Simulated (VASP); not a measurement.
# ZrOs3 (Pm-3m) in VASP: single point with PBE

Aim: the single point of ZrOs3 with PBE.

Program: VASP 6.6.1. These are calculated values, not measurements. Logs are shortened: lines on timing, memory, paths and dates and some standing lists are left out, and cuts for length are marked.

### 1 The cell of the first run

The structure is cubic, space group Pm-3m (No. 221). Conventional cell: a = 3.997 Å, b = 3.997 Å, c = 3.997 Å, α = 90.00°, β = 90.00°, γ = 90.00°. Within 3.7 Å of Zr (site symmetry m-3m) lie 12 Os at 2.83 Å. Within 3.7 Å of Os (site symmetry 4/mmm) lie 4 Zr at 2.83 Å and 8 Os at 2.83 Å.

### 2 Single point, PBE

File INCAR:

```
SYSTEM = ZrOs3
PREC = Accurate
ENCUT = 520
EDIFF = 1E-6
ISMEAR = -1
SIGMA = 0.1
LREAL = .False.
LASPH = .True.
NELM = 80
ALGO = Normal
ISIF = 2
LWAVE = .False.
LCHARG = .False.
GGA = PE
NBANDS = 26
```

File KPOINTS:

```
Automatic mesh
0
Gamma
  7 7 7
  0 0 0
```

File POSCAR:

```
ZrOs3
1.0
    3.9965870000      0.0000000000      0.0000000000
    0.0000000000      3.9965870000      0.0000000000
    0.0000000000      0.0000000000      3.9965870000
Zr Os
1 3
Direct
    0.0000000000      0.0000000000      0.0000000000
    0.5000000000      0.5000000000      0.0000000000
    0.5000000000      0.0000000000      0.5000000000
    0.0000000000      0.5000000000      0.5000000000
```

Potentials or basis: VASP PAW PBE potentials, release 64 (Zr_sv, Os).

Started as:

```console
$ cat potpaw_PBE.64/Zr_sv/POTCAR potpaw_PBE.64/Os/POTCAR > POTCAR
$ mpirun -np 1 vasp_std > vasp.out
```

OUTCAR:

```text
SYSTEM = ZrOs3
   PREC = Accurate
   ENCUT = 520
   EDIFF = 1E-6
   ISMEAR = -1
   LREAL = .False.
   LASPH = .True.
   NELM = 80
   ISIF = 2
   GGA = PE

 ion  position               nearest neighbor table
   1  0.000  0.000  0.000-   2 2.83   3 2.83   4 2.83   3 2.83   4 2.83   2 2.83   4 2.83   4 2.83
                             2 2.83   3 2.83   3 2.83   2 2.83
   2  0.500  0.500  0.000-   1 2.83   3 2.83   4 2.83   3 2.83   4 2.83   1 2.83   3 2.83   3 2.83
                             1 2.83   4 2.83   4 2.83   1 2.83
   3  0.500  0.000  0.500-   1 2.83   2 2.83   4 2.83   1 2.83   2 2.83   2 2.83   4 2.83   2 2.83
                             1 2.83   4 2.83   1 2.83   4 2.83
   4  0.000  0.500  0.500-   1 2.83   2 2.83   3 2.83   1 2.83   2 2.83   1 2.83   3 2.83   1 2.83
                             2 2.83   3 2.83   2 2.83   3 2.83

  LATTYP: Found a simple cubic cell.
 ALAT       =     3.9965870000

  Lattice vectors:

 A1 = (   3.9965870000,   0.0000000000,   0.0000000000)
 A2 = (   0.0000000000,   3.9965870000,   0.0000000000)
 A3 = (   0.0000000000,   0.0000000000,   3.9965870000)

Analysis of symmetry for initial positions (statically):
=====================================================================
 Subroutine PRICEL returns:
 Original cell was already a primitive cell.

 Routine SETGRP: Setting up the symmetry group for a
 simple cubic supercell.

 Subroutine GETGRP returns: Found 48 space group operations
 (whereof 48 operations were pure point group operations)
 out of a pool of 48 trial point group operations.

The static configuration has the point symmetry O_h .

Analysis of symmetry for dynamics (positions and initial velocities):
=====================================================================
 Subroutine PRICEL returns:
 Original cell was already a primitive cell.

 Routine SETGRP: Setting up the symmetry group for a
 simple cubic supercell.

 Subroutine GETGRP returns: Found 48 space group operations
 (whereof 48 operations were pure point group operations)
 out of a pool of 48 trial point group operations.

The dynamic configuration has the point symmetry O_h .

 Subroutine INISYM returns: Found 48 space group operations
 (whereof 48 operations are pure point group operations),
 and found     1 'primitive' translations

----------------------------------------------------------------------------------------

                                     Primitive cell

  volume of cell :      63.8363

  direct lattice vectors                    reciprocal lattice vectors
     3.996587000  0.000000000  0.000000000     0.250213495  0.000000000  0.000000000
     0.000000000  3.996587000  0.000000000     0.000000000  0.250213495  0.000000000
     0.000000000  0.000000000  3.996587000     0.000000000  0.000000000  0.250213495

  length of vectors
     3.996587000  3.996587000  3.996587000     0.250213495  0.250213495  0.250213495

  position of ions in fractional coordinates (direct lattice)
     0.000000000  0.000000000  0.000000000
     0.500000000  0.500000000  0.000000000
     0.500000000  0.000000000  0.500000000
     0.000000000  0.500000000  0.500000000

  ion indices of the primitive-cell ions
   primitive index   ion index
                 1           1
                 2           2
                 3           3
                 4           4

----------------------------------------------------------------------------------------

 KPOINTS: Automatic mesh

Automatic generation of k-mesh.
 Grid dimensions read from file:
 generate k-points for:    7    7    7

 Generating k-lattice:

  Cartesian coordinates                     Fractional coordinates (reciprocal lattice)
     0.035744785  0.000000000  0.000000000     0.142857143  0.000000000  0.000000000
     0.000000000  0.035744785  0.000000000     0.000000000  0.142857143  0.000000000
     0.000000000  0.000000000  0.035744785     0.000000000  0.000000000  0.142857143

  Length of vectors
     0.035744785  0.035744785  0.035744785

  Shift w.r.t. Gamma in fractional coordinates (k-lattice)
     0.000000000  0.000000000  0.000000000

 Subroutine IBZKPT returns following result:
 ===========================================

 Found     20 irreducible k-points:

 Following reciprocal coordinates:
            Coordinates               Weight
  0.000000  0.000000  0.000000      1.000000
  0.142857  0.000000  0.000000      6.000000
  0.285714  0.000000  0.000000      6.000000
  0.428571  0.000000  0.000000      6.000000
  0.142857  0.142857  0.000000     12.000000
  0.285714  0.142857  0.000000     24.000000
[... 12 lines left out ...]
  0.428571  0.428571  0.285714     24.000000
  0.428571  0.428571  0.428571      8.000000
   k-points           NKPTS =     20   k-points in BZ     NKDIM =     20   number of bands    NBANDS=     26
   number of dos      NEDOS =    301   number of ions     NIONS =      4
   total plane-waves  NPLWV =  27000
   dimension x,y,z NGX =    30 NGY =   30 NGZ =   30
   dimension x,y,z NGXF=    60 NGYF=   60 NGZF=   60
   ions per type =               1   3
   NGX,Y,Z   is equivalent  to a cutoff of  12.48, 12.48, 12.48 a.u.
   NGXF,Y,Z  is equivalent  to a cutoff of  24.96, 24.96, 24.96 a.u.
 SYSTEM =  ZrOs3
   PREC   = accura    normal or accurate (medium, high low for compatibility)
   ISTART =      0    job   : 0-new  1-cont  2-samecut
   ICHARG =      2    charge: 1-file 2-atom 10-const
   ISPIN  =      1    spin polarized calculation?
   LNONCOLLINEAR =      F non collinear calculations
   LSORBIT =      F    spin-orbit coupling
   LASPH  =      T    aspherical Exc in radial PAW
   ENCUT  =  520.0 eV  38.22 Ry    6.18 a.u.   7.43  7.43  7.43*2*pi/ulx,y,z
   NELM   =     80;   NELMIN=  2; NELMDL= -5     # of ELM steps
   EDIFF  = 0.1E-05   stopping-criterion for ELM
   LREAL  =      F    real-space projection
   EDIFFG = 0.1E-04   stopping-criterion for IOM
   NSW    =      0    number of steps for IOM
   IBRION =     -1    ionic relax: 0-MD 1-quasi-New 2-CG
   NFREE  =      0    steps in history (QN), initial steepest desc. (CG)
   ISIF   =      2    stress and relaxation
   ISYM   =      2    0-nonsym 1-usesym 2-fastsym
   POTIM  = 0.5000    time-step for ionic-motion
   TEBEG  =    0.0;   TEEND  =   0.0 temperature during run
   PSTRESS=    0.0 pullay stress
   NELECT =      36.0000    total number of electrons
   NUPDOWN=      -1.0000    fix difference up-down
   EMIN   =  10.00;   EMAX   =-10.00  energy-range for DOS
   EFERMI =   0.00;   METHOD = LEGACY
   ISMEAR =    -1;   SIGMA  =   0.10  broadening in eV -4-tet -1-fermi 0-gaus
   EFERMI_NEDOS =   21; number of points for ismear=-14 and -15
   IALGO  =     38    algorithm
   IMIX   =      4    mixing-type and parameters
     AMIX     =   0.40;   BMIX     =  1.00
     AMIX_MAG =   1.60;   BMIX_MAG =  1.00
  volume/ion in A,a.u.               =      15.96       107.70
  Fermi-wavevector in a.u.,A,eV,Ry     =   1.352549  2.555947 24.890352  1.829389
  Thomas-Fermi vector in A             =   2.479879
   LORBIT       =      0    0 simple, 1 ext, 2 COOP (PROOUT), +10 PAW based schemes
   GGA     = PE    functional components
   LHFCALC =     F    Hartree Fock is set to
   AEXX    =    0.0000 exact exchange contribution
   IVDW    =     0    specifies the selected vdW correction
   LEPSILON=     F    determine dielectric tensor
   LRPA    =     F    only Hartree local field effects (RPA)
 non-spin polarized calculation
  energy-cutoff  :      520.00
  volume of cell :       63.84
 maximum number of plane-waves:      1743
 NGX is ok and might be reduce to    30
   NGX = 15   NGY = 15   NGZ = 15

 number of electron      36.0000000 magnetization

 Free energy of the ion-electron system (eV)
  ---------------------------------------------------
  ext. energy  EPLUGINS =         0.00000000
  ---------------------------------------------------
  free energy    TOTEN  =       -42.47296738 eV

  energy without entropy =      -42.30464484  energy(sigma->0) =      -42.38880611

 E-fermi :   8.7346     XC(G=0): -13.1888

 val. band max:        8.6721007595   @ k =   0.4286   0.4286   0.1429
 cond. band min:       8.7637917172   @ k =   0.4286   0.2857   0.0000
 fundamental gap:      0.0916909577
 Fermi energy:         8.7346196378

 k-point     1 :       0.0000    0.0000    0.0000
  band No.  band energies     occupation
      1     -39.0738      2.00000
      2     -17.1914      2.00000
      3     -17.1914      2.00000
      4     -17.1914      2.00000
      5       0.0721      2.00000
      6       3.0457      2.00000
[... 18 lines left out ...]
     25      13.6938      0.00000
     26      15.1408      0.00000

 k-point     2 :       0.1429    0.0000    0.0000
  band No.  band energies     occupation
      1     -39.0724      2.00000
      2     -17.2148      2.00000
      3     -17.1955      2.00000
      4     -17.1955      2.00000
      5       0.3596      2.00000
      6       3.2014      2.00000
[... 18 lines left out ...]
     25      13.5761      0.00000
     26      15.1313      0.00000

 k-point     3 :       0.2857    0.0000    0.0000
  band No.  band energies     occupation
      1     -39.0693      2.00000
      2     -17.2667      2.00000
      3     -17.2045      2.00000
      4     -17.2045      2.00000
      5       1.1623      2.00000
      6       3.5036      2.00000
[... 18 lines left out ...]
     25      13.0046      0.00000
     26      15.0548      0.00000

 k-point     4 :       0.4286    0.0000    0.0000
  band No.  band energies     occupation
      1     -39.0668      2.00000
      2     -17.3078      2.00000
      3     -17.2118      2.00000
      4     -17.2118      2.00000
      5       2.2089      2.00000
      6       3.5206      2.00000
[... 18 lines left out ...]
     25      12.6855      0.00000
     26      15.0189      0.00000
[... 380 lines left out ...]
      1     -39.0647      2.00000
      2     -17.2711      2.00000
      3     -17.2520      2.00000
      4     -17.2308      2.00000
      5       2.8458      2.00000
      6       3.5424      2.00000
[... 18 lines left out ...]
     25      12.8783      0.00000
     26      13.8866      0.00000

 k-point    19 :       0.4286    0.4286    0.2857
  band No.  band energies     occupation
      1     -39.0646      2.00000
      2     -17.2604      2.00000
      3     -17.2523      2.00000
      4     -17.2354      2.00000
      5       2.9426      2.00000
      6       3.2807      2.00000
[... 18 lines left out ...]
     25      12.8292      0.00000
     26      13.6638      0.00000

 k-point    20 :       0.4286    0.4286    0.4286
  band No.  band energies     occupation
      1     -39.0649      2.00000
      2     -17.2482      2.00000
      3     -17.2405      2.00000
      4     -17.2405      2.00000
      5       2.7477      2.00000
      6       2.9063      2.00000
[... 18 lines left out ...]
     25      13.0884      0.00000
     26      13.6075      0.00000

------------------------ aborting loop because EDIFF is reached ----------------------------------------

  FORCE on cell =-STRESS in cart. coord.  units (eV):
  Direction    XX          YY          ZZ          XY          YZ          ZX
  --------------------------------------------------------------------------------------
  -------------------------------------------------------------------------------------
  Total       -0.7837411     -0.7837411     -0.7837411      0.0000000      0.0000000      0.0000000
  in kB      -19.6704986    -19.6704986    -19.6704986      0.0000000      0.0000000      0.0000000
  external PRESSURE =     -19.6704986 kB  Pullay stress =       0.0000000 kB

 VOLUME and BASIS-vectors are now :
 -----------------------------------------------------------------------------
  energy-cutoff  :      520.00
  volume of cell :       63.84
      direct lattice vectors                 reciprocal lattice vectors
     3.996587000  0.000000000  0.000000000     0.250213495  0.000000000  0.000000000
     0.000000000  3.996587000  0.000000000     0.000000000  0.250213495  0.000000000
     0.000000000  0.000000000  3.996587000     0.000000000  0.000000000  0.250213495

 POSITION                                       TOTAL-FORCE (eV/Angst)
 -----------------------------------------------------------------------------------
      0.00000      0.00000      0.00000         0.000000      0.000000      0.000000
      1.99829      1.99829      0.00000         0.000000      0.000000      0.000000
      1.99829      0.00000      1.99829         0.000000      0.000000      0.000000
      0.00000      1.99829      1.99829         0.000000      0.000000      0.000000
 -----------------------------------------------------------------------------------
    total drift:                                0.000000      0.000000     -0.000000

  FREE ENERGIE OF THE ION-ELECTRON SYSTEM (eV)
  ---------------------------------------------------
  free  energy   TOTEN  =       -42.4729673788 eV

  energy  without entropy=      -42.3046448393  energy(sigma->0) =      -42.38880611
```

It took 47 s on 1 thread of Intel Xeon 6975P-C, shared host; peak memory 0.18 GiB.

What came out:

| Quantity | Value |
| --- | --- |
| Free energy | -42.4730 eV |
| Pressure | -2.0 GPa |
| Band gap on the k mesh | zero (band 18 reaches 11.73 eV, above the bottom of band 19 at 8.18 eV) |

Levels at points of the mesh, in eV from the Fermi level:
| k point | band 15 | band 16 | band 17 | band 18 | band 19 | band 20 | band 21 | band 22 |
| --- | --- | --- | --- | --- | --- | --- | --- | --- |
| (0.00, 0.00, 0.00) | 0.91 | 0.91 | 2.43 | 3.00 | 3.00 | 3.00 | 3.22 | 3.22 |

Caveat: spin-orbit coupling is left out, which moves the levels of the heavy elements.
